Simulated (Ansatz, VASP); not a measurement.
## Two plane-wave programs on BeNi

Contents of INCAR:

```
SYSTEM = BeNi
ALGO = Normal
EDIFF = 1E-7
ENCUT = 520
ISIF = 2
ISMEAR = -1
ISPIN = 2
LASPH = .True.
LCHARG = .False.
LMAXMIX = 4
LORBIT = 11
LREAL = .False.
LWAVE = .False.
MAGMOM = 0 1
NBANDS = 17
NELM = 150
PREC = Accurate
SIGMA = 0.15
```

Contents of KPOINTS:

```
k-points
0
Gamma
  5 5 5
  0 0 0
```

POSCAR

```
BeNi
1.0
    2.5869995900      0.0000000000      0.0000000000
    0.0000000000      2.5869995900      0.0000000000
    0.0000000000      0.0000000000      2.5869995900
Be Ni
1 1
Direct
    0.0000000000      0.0000000000      0.0000000000
    0.5000000000      0.5000000000      0.5000000000
```

Input for Ansatz:

```yaml
crystal:
  lattice:
    - [2.58699959, 0.0, 0.0]
    - [0.0, 2.58699959, 0.0]
    - [0.0, 0.0, 2.58699959]
  atoms:
    - { symbol: Be, position: [0.0, 0.0, 0.0], spin: 0.0 }
    - { symbol: Ni, position: [0.5, 0.5, 0.5], spin: 1.0 }
kpoints:
  mp_grid:
    grid: [5, 5, 5]
hamiltonian:
  xc: lda
magnetization:
  spin_polarized: true
scf:
  occupations:
    method: fermi_dirac
    width: 0.15
```

Alike in both runs: task single point; functional LDA; k mesh 5 × 5 × 5; occupations fermi-dirac, width 0.15 eV; collinear spin.

```csv
,VASP,Ansatz
version,VASP 6.6.1,Ansatz 0.2.0
potentials or method,"VASP PAW LDA potentials, release 64 (Be, Ni)","plane waves, PAW"
plane-wave cutoff (eV),520,420
valence electrons in the cell,12,20
```

```tsv
	VASP	Ansatz	Ansatz less VASP
net moment per atom (μB)	0.00	0.00	0.000
```

LDA's correlation is that of Perdew and Zunger in VASP and of Perdew and Wang (1992) in Ansatz. VASP's potentials hold 12 valence electrons a cell and Ansatz's 20, so a difference there can come from the potentials and not from the codes. Ansatz's warnings: seeded moment not kept.

The k mesh is coarse, so the values compare programs but aren't converged.
